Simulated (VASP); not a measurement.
# Ni (Pm-3m) in VASP: single point with LDA

Aim: the single point of Ni with LDA.

Program: VASP 6.6.1. These are calculated values, not measurements. Logs are shortened: lines on timing, memory, paths and dates and some standing lists are left out, and cuts for length are marked.

## (1) The cell of the first run

The structure is cubic, space group Pm-3m (No. 221). The conventional cell has a = 2.166 Å, b = 2.166 Å, c = 2.166 Å, α = 90.00°, β = 90.00°, γ = 90.00°. Within 2.9 Å of Ni (site symmetry m-3m) lie 6 Ni at 2.17 Å.

This isn't the form of Ni at room conditions, which is fcc.

## (2) Single point, LDA, collinear spin, ferromagnetic start (10.16 Å³/atom)

INCAR reads:

```
SYSTEM = Ni
  PREC = Accurate
  ENCUT = 690
  EDIFF = 1E-6
  ISMEAR = -1
  SIGMA = 0.05
  LREAL = .False.
  LASPH = .True.
  NELM = 200
  ALGO = Normal
  ISIF = 2
  LWAVE = .False.
  LCHARG = .False.
  ISPIN = 2
  MAGMOM = 0.463
  LORBIT = 11
  LMAXMIX = 4
  NBANDS = 19
  GGA_COMPAT = .False.
```

KPOINTS reads:

```
Automatic mesh
0
Gamma
  23 23 23
  0 0 0
```

POSCAR reads:

```
Ni
1.0
    2.1657263940      0.0000000000      0.0000000000
    0.0000000000      2.1657263940      0.0000000000
    0.0000000000      0.0000000000      2.1657263940
Ni
1
Direct
    0.0000000000      0.0000000000      0.0000000000
```

Potentials or basis: VASP PAW LDA potentials, release 64 (Ni_sv_GW).

Command:

```sh
> cat potpaw_LDA.64/Ni_sv_GW/POTCAR > POTCAR
> mpirun -np 1 vasp_std > vasp.out
```

OUTCAR:

```text
SYSTEM = Ni
   PREC = Accurate
   ENCUT = 690
   EDIFF = 1E-6
   ISMEAR = -1
   LREAL = .False.
   LASPH = .True.
   NELM = 200
   ISIF = 2
   ISPIN = 2
   LORBIT = 11

 ion  position               nearest neighbor table
   1  0.000  0.000  0.000-

  LATTYP: Found a simple cubic cell.
 ALAT       =     2.1657263940

  Lattice vectors:

 A1 = (   2.1657263940,   0.0000000000,   0.0000000000)
 A2 = (   0.0000000000,   2.1657263940,   0.0000000000)
 A3 = (   0.0000000000,   0.0000000000,   2.1657263940)

Analysis of symmetry for initial positions (statically):
=====================================================================
 Subroutine PRICEL returns:
 Original cell was already a primitive cell.

 Routine SETGRP: Setting up the symmetry group for a
 simple cubic supercell.

 Subroutine GETGRP returns: Found 48 space group operations
 (whereof 48 operations were pure point group operations)
 out of a pool of 48 trial point group operations.

The static configuration has the point symmetry O_h .

Analysis of symmetry for dynamics (positions and initial velocities):
=====================================================================
 Subroutine PRICEL returns:
 Original cell was already a primitive cell.

 Routine SETGRP: Setting up the symmetry group for a
 simple cubic supercell.

 Subroutine GETGRP returns: Found 48 space group operations
 (whereof 48 operations were pure point group operations)
 out of a pool of 48 trial point group operations.

The dynamic configuration has the point symmetry O_h .

Analysis of structural, dynamic, and magnetic symmetry:
=====================================================================
 Subroutine PRICEL returns:
 Original cell was already a primitive cell.

 Routine SETGRP: Setting up the symmetry group for a
 simple cubic supercell.

 Subroutine GETGRP returns: Found 48 space group operations
 (whereof 48 operations were pure point group operations)
 out of a pool of 48 trial point group operations.

The overall configuration has the point symmetry O_h .

 Subroutine INISYM returns: Found 48 space group operations
 (whereof 48 operations are pure point group operations),
 and found     1 'primitive' translations

----------------------------------------------------------------------------------------

                                     Primitive cell

  volume of cell :      10.1581

  direct lattice vectors                    reciprocal lattice vectors
     2.165726394  0.000000000  0.000000000     0.461738843  0.000000000  0.000000000
     0.000000000  2.165726394  0.000000000     0.000000000  0.461738843  0.000000000
     0.000000000  0.000000000  2.165726394     0.000000000  0.000000000  0.461738843

  length of vectors
     2.165726394  2.165726394  2.165726394     0.461738843  0.461738843  0.461738843

  position of ions in fractional coordinates (direct lattice)
     0.000000000  0.000000000  0.000000000

  ion indices of the primitive-cell ions
   primitive index   ion index
                 1           1

----------------------------------------------------------------------------------------

 KPOINTS: Automatic mesh

Automatic generation of k-mesh.
 Grid dimensions read from file:
 generate k-points for:   23   23   23

 Generating k-lattice:

  Cartesian coordinates                     Fractional coordinates (reciprocal lattice)
     0.020075602  0.000000000  0.000000000     0.043478261  0.000000000  0.000000000
     0.000000000  0.020075602  0.000000000     0.000000000  0.043478261  0.000000000
     0.000000000  0.000000000  0.020075602     0.000000000  0.000000000  0.043478261

  Length of vectors
     0.020075602  0.020075602  0.020075602

  Shift w.r.t. Gamma in fractional coordinates (k-lattice)
     0.000000000  0.000000000  0.000000000

 Subroutine IBZKPT returns following result:
 ===========================================

 Found    364 irreducible k-points:

 Following reciprocal coordinates:
            Coordinates               Weight
  0.000000  0.000000  0.000000      1.000000
  0.043478  0.000000  0.000000      6.000000
  0.086957  0.000000  0.000000      6.000000
  0.130435  0.000000  0.000000      6.000000
  0.173913  0.000000  0.000000      6.000000
  0.217391  0.000000  0.000000      6.000000
[... 16 lines left out ...]
  0.478261  0.043478  0.000000     24.000000
  0.086957  0.086957  0.000000     12.000000
 [... further k-points ...]
   k-points           NKPTS =    364   k-points in BZ     NKDIM =    364   number of bands    NBANDS=     19
   number of dos      NEDOS =    301   number of ions     NIONS =      1
   total plane-waves  NPLWV =   8000
   dimension x,y,z NGX =    20 NGY =   20 NGZ =   20
   dimension x,y,z NGXF=    40 NGYF=   40 NGZF=   40
   ions per type =               1
   NGX,Y,Z   is equivalent  to a cutoff of  15.35, 15.35, 15.35 a.u.
   NGXF,Y,Z  is equivalent  to a cutoff of  30.70, 30.70, 30.70 a.u.
 SYSTEM =  Ni
   PREC   = accura    normal or accurate (medium, high low for compatibility)
   ISTART =      0    job   : 0-new  1-cont  2-samecut
   ICHARG =      2    charge: 1-file 2-atom 10-const
   ISPIN  =      2    spin polarized calculation?
   LNONCOLLINEAR =      F non collinear calculations
   LSORBIT =      F    spin-orbit coupling
   LASPH  =      T    aspherical Exc in radial PAW
   ENCUT  =  690.0 eV  50.71 Ry    7.12 a.u.   4.64  4.64  4.64*2*pi/ulx,y,z
   NELM   =    200;   NELMIN=  2; NELMDL= -5     # of ELM steps
   EDIFF  = 0.1E-05   stopping-criterion for ELM
   LREAL  =      F    real-space projection
   EDIFFG = 0.1E-04   stopping-criterion for IOM
   NSW    =      0    number of steps for IOM
   IBRION =     -1    ionic relax: 0-MD 1-quasi-New 2-CG
   NFREE  =      0    steps in history (QN), initial steepest desc. (CG)
   ISIF   =      2    stress and relaxation
   ISYM   =      2    0-nonsym 1-usesym 2-fastsym
   POTIM  = 0.5000    time-step for ionic-motion
   TEBEG  =    0.0;   TEEND  =   0.0 temperature during run
   PSTRESS=    0.0 pullay stress
   NELECT =      18.0000    total number of electrons
   NUPDOWN=      -1.0000    fix difference up-down
   EMIN   =  10.00;   EMAX   =-10.00  energy-range for DOS
   EFERMI =   0.00;   METHOD = LEGACY
   ISMEAR =    -1;   SIGMA  =   0.05  broadening in eV -4-tet -1-fermi 0-gaus
   EFERMI_NEDOS =   21; number of points for ismear=-14 and -15
   IALGO  =     38    algorithm
   IMIX   =      4    mixing-type and parameters
     AMIX     =   0.40;   BMIX     =  1.00
     AMIX_MAG =   1.60;   BMIX_MAG =  1.00
  volume/ion in A,a.u.               =      10.16        68.55
  Fermi-wavevector in a.u.,A,eV,Ry     =   1.981050  3.743641 53.396862  3.924559
  Thomas-Fermi vector in A             =   3.001246
   LORBIT       =     11    0 simple, 1 ext, 2 COOP (PROOUT), +10 PAW based schemes
   GGA     = CA    functional components
   LHFCALC =     F    Hartree Fock is set to
   AEXX    =    0.0000 exact exchange contribution
   IVDW    =     0    specifies the selected vdW correction
   LEPSILON=     F    determine dielectric tensor
   LRPA    =     F    only Hartree local field effects (RPA)
 spin polarized calculation
  energy-cutoff  :      690.00
  volume of cell :       10.16
 maximum number of plane-waves:       437
 NGX is ok and might be reduce to    20
   NGX =  9   NGY =  9   NGZ =  9

 number of electron      17.9999987 magnetization       0.3021458

 Free energy of the ion-electron system (eV)
  ---------------------------------------------------
  ext. energy  EPLUGINS =         0.00000000
  ---------------------------------------------------
  free energy    TOTEN  =        -6.56077007 eV

  energy without entropy =       -6.54621889  energy(sigma->0) =       -6.55349448

 E-fermi :   8.3656     XC(G=0): -14.6574

 val. band max:        8.3649916760   @ k =   0.2609   0.1304   0.0870
 cond. band min:       8.3657743915   @ k =   0.1304   0.0870   0.0435
 fundamental gap:      0.0007827155
 Fermi energy:         8.3656428288

 spin component 1

 k-point     1 :       0.0000    0.0000    0.0000
  band No.  band energies     occupation
      1     -94.1009      1.00000
      2     -54.8195      1.00000
      3     -54.8195      1.00000
      4     -54.8195      1.00000
      5      -1.1014      1.00000
      6       3.7393      1.00000
[... 11 lines left out ...]
     18      53.8854      0.00000
     19      53.8855      0.00000

 k-point     2 :       0.0435    0.0000    0.0000
  band No.  band energies     occupation
      1     -94.0996      1.00000
      2     -54.8291      1.00000
      3     -54.8187      1.00000
      4     -54.8187      1.00000
      5      -1.0355      1.00000
      6       3.7499      1.00000
[... 11 lines left out ...]
     18      53.7467      0.00000
     19      53.7468      0.00000

 k-point     3 :       0.0870    0.0000    0.0000
  band No.  band energies     occupation
      1     -94.0958      1.00000
      2     -54.8569      1.00000
      3     -54.8164      1.00000
      4     -54.8164      1.00000
      5      -0.8396      1.00000
      6       3.7810      1.00000
[... 11 lines left out ...]
     18      53.3087      0.00000
     19      53.3087      0.00000

 k-point     4 :       0.1304    0.0000    0.0000
  band No.  band energies     occupation
      1     -94.0896      1.00000
      2     -54.9012      1.00000
      3     -54.8126      1.00000
      4     -54.8126      1.00000
      5      -0.5200      1.00000
      6       3.8307      1.00000
[... 407 lines left out ...]
     18      43.8136      0.00000
     19      51.1386      0.00000

 k-point    23 :       0.4783    0.0435    0.0000
  band No.  band energies     occupation
      1     -94.0279      1.00000
      2     -55.3247      1.00000
      3     -54.7851      1.00000
      4     -54.7751      1.00000
      5       3.6031      1.00000
      6       4.3673      1.00000
[... 11 lines left out ...]
     18      43.1491      0.00000
     19      50.8480      0.00000

 k-point    24 :       0.0870    0.0870    0.0000
  band No.  band energies     occupation
      1     -94.0903      1.00000
      2     -54.8552      1.00000
      3     -54.8520      1.00000
      4     -54.8130      1.00000
      5      -0.5805      1.00000
      6       3.8704      1.00000
[... 11 lines left out ...]
     18      52.8318      0.00000
     19      52.9813      0.00000

 [... further k-points ...]

 spin component 2

 k-point     1 :       0.0000    0.0000    0.0000
  band No.  band energies     occupation
      1     -93.7524      1.00000
      2     -54.4797      1.00000
      3     -54.4797      1.00000
      4     -54.4797      1.00000
      5      -1.0592      1.00000
      6       3.9555      1.00000
[... 11 lines left out ...]
     18      53.9318      0.00000
     19      53.9318      0.00000

 k-point     2 :       0.0435    0.0000    0.0000
  band No.  band energies     occupation
      1     -93.7511      1.00000
      2     -54.4894      1.00000
      3     -54.4789      1.00000
      4     -54.4789      1.00000
      5      -0.9932      1.00000
      6       3.9663      1.00000
[... 11 lines left out ...]
     18      53.7950      0.00000
     19      53.7950      0.00000

 k-point     3 :       0.0870    0.0000    0.0000
  band No.  band energies     occupation
      1     -93.7472      1.00000
      2     -54.5176      1.00000
      3     -54.4766      1.00000
      4     -54.4766      1.00000
      5      -0.7971      1.00000
      6       3.9980      1.00000
[... 11 lines left out ...]
     18      53.3623      0.00000
     19      53.3623      0.00000

 k-point     4 :       0.1304    0.0000    0.0000
  band No.  band energies     occupation
      1     -93.7410      1.00000
      2     -54.5624      1.00000
      3     -54.4728      1.00000
      4     -54.4728      1.00000
      5      -0.4769      1.00000
      6       4.0486      1.00000
[... 407 lines left out ...]
     18      43.9090      0.00000
     19      51.1860      0.00000

 k-point    23 :       0.4783    0.0435    0.0000
  band No.  band energies     occupation
      1     -93.6788      1.00000
      2     -54.9907      1.00000
      3     -54.4450      1.00000
      4     -54.4349      1.00000
      5       3.7462      1.00000
      6       4.5951      1.00000
[... 11 lines left out ...]
     18      43.2619      0.00000
     19      50.8956      0.00000

 k-point    24 :       0.0870    0.0870    0.0000
  band No.  band energies     occupation
      1     -93.7417      1.00000
      2     -54.5159      1.00000
      3     -54.5127      1.00000
      4     -54.4732      1.00000
      5      -0.5377      1.00000
      6       4.0877      1.00000
[... 11 lines left out ...]
     18      52.8808      0.00000
     19      53.0392      0.00000

 [... further k-points ...]

------------------------ aborting loop because EDIFF is reached ----------------------------------------

  FORCE on cell =-STRESS in cart. coord.  units (eV):
  Direction    XX          YY          ZZ          XY          YZ          ZX
  --------------------------------------------------------------------------------------
  -------------------------------------------------------------------------------------
  Total        2.0379725      2.0379725      2.0379725     -0.0000000     -0.0000000      0.0000000
  in kB      321.4386715    321.4386715    321.4386715     -0.0000000     -0.0000000      0.0000000
  external PRESSURE =     321.4386715 kB  Pullay stress =       0.0000000 kB

 VOLUME and BASIS-vectors are now :
 -----------------------------------------------------------------------------
  energy-cutoff  :      690.00
  volume of cell :       10.16
      direct lattice vectors                 reciprocal lattice vectors
     2.165726394  0.000000000  0.000000000     0.461738843  0.000000000  0.000000000
     0.000000000  2.165726394  0.000000000     0.000000000  0.461738843  0.000000000
     0.000000000  0.000000000  2.165726394     0.000000000  0.000000000  0.461738843

 POSITION                                       TOTAL-FORCE (eV/Angst)
 -----------------------------------------------------------------------------------
      0.00000      0.00000      0.00000         0.000000      0.000000      0.000000
 -----------------------------------------------------------------------------------
    total drift:                               -0.000000      0.000000      0.000000

  FREE ENERGIE OF THE ION-ELECTRON SYSTEM (eV)
  ---------------------------------------------------
  free  energy   TOTEN  =        -6.5607700686 eV

  energy  without entropy=       -6.5462188884  energy(sigma->0) =       -6.55349448

 total charge

# of ion       s       p       d       f       tot
--------------------------------------------------
    1        2.297   6.330   7.917   0.010  16.555

 magnetization (x)

# of ion       s       p       d       f       tot
--------------------------------------------------
    1        0.001   0.001   0.303   0.000   0.305
```

It took 4.8 min on 1 thread of Intel Xeon Platinum 8259CL at 2.50GHz (Skylake/Cascade Lake), shared host; peak memory 0.28 GiB.

What came out:

| Quantity | Value |
| --- | --- |
| Free energy | -6.5608 eV |
| Pressure | 32.1 GPa |
| Net moment | 0.30 μB per cell |
| Site moments | Ni +0.30 μB |
| Valence electrons inside the program's atomic spheres | Ni 16.55 |

Caveat: the cell stands under pressure.
